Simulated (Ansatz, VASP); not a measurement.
Given: the input of a run of VASP 6.6.1 on Lu.

Contents of POSCAR:

```
Lu
1.0
    3.5718056782      0.0000000000      0.0000000000
   -1.7859028391      3.0932744547      0.0000000000
    0.0000000000      0.0000000000      5.6597688160
Lu
2
Direct
    0.6666666667      0.3333333333      0.7500000000
    0.3333333333      0.6666666667      0.2500000000
```

The input INCAR.step1:

```
SYSTEM = Lu
  ALGO = Normal
  EDIFF = 1E-4
  ENCUT = 520
  GGA = PE
  ISMEAR = -1
  LASPH = .TRUE.
  LCHARG = .FALSE.
  LREAL = .FALSE.
  LWAVE = .TRUE.
  NBANDS = 32
  NELM = 80
  PREC = Accurate
  SIGMA = 0.05
```

The input INCAR.step2:

```
SYSTEM = Lu
  ALGO = Normal
  EDIFF = 1E-6
  ENCUT = 520
  ISIF = 2
  ISMEAR = -1
  ISTART = 1
  LASPH = .TRUE.
  LCHARG = .FALSE.
  LMIXTAU = .TRUE.
  LREAL = .FALSE.
  LWAVE = .FALSE.
  METAGGA = R2SCAN
  NBANDS = 32
  NELM = 80
  PREC = Accurate
  SIGMA = 0.05
```

File KPOINTS:

```
k-points
0
G
  9 9 5
  0 0 0
```

Potentials or basis: VASP PAW PBE potentials, release 64 (Lu).

Command:

```console
$ cat potpaw_PBE.64/Lu/POTCAR > POTCAR
$ cp INCAR.step1 INCAR
$ mpirun -np 1 vasp_std > vasp.out
$ cp INCAR.step2 INCAR
$ mpirun -np 1 vasp_std > vasp.out
```

Task: Translate it to Ansatz 0.2.0. Potentials there: Ansatz PAW.

Result: As run (the cutoff follows the program's own potentials):

Contents of input.yaml:

```yaml
crystal:
  lattice:
    - [3.5718056782, 0.0, 0.0]
    - [-1.7859028391, 3.0932744547, 0.0]
    - [0.0, 0.0, 5.659768816]
  atoms:
    - { symbol: Lu, position: [0.6666666667, 0.3333333333, 0.75] }
    - { symbol: Lu, position: [0.3333333333, 0.6666666667, 0.25] }
hamiltonian:
  xc: r2scan
  pseudopotentials: { kind: paw }
kpoints:
  mp_grid: { grid: [9, 9, 5] }
scf:
  occupations: { method: fermi_dirac, width: 0.05 }
output:
  forces: true
  stress: true
  eigenvalues: true
```

Potentials or basis: Ansatz PAW.

The run is started by

```sh
$ ansatz run input.yaml --threads 2 --pin off --max-ram 5632MiB --backend cpu --events-out ev --progress --plain --runs-dir out
```

Both were run:

|  | VASP | Ansatz | Ansatz less VASP |
| --- | --- | --- | --- |
| gap on the k mesh at the Fermi level (eV) | none | none | - |
| pressure (GPa) | -2.8 | -3.0 | -0.21 |
| traceless stress, the component that is largest in VASP (GPa) | -0.57 | -0.51 | +0.065 |

VASP's potentials were made for PBE, not for r2SCAN. A gap of «none» marks a metal or a gap that the smearing closes.

Spin-orbit coupling is off throughout.
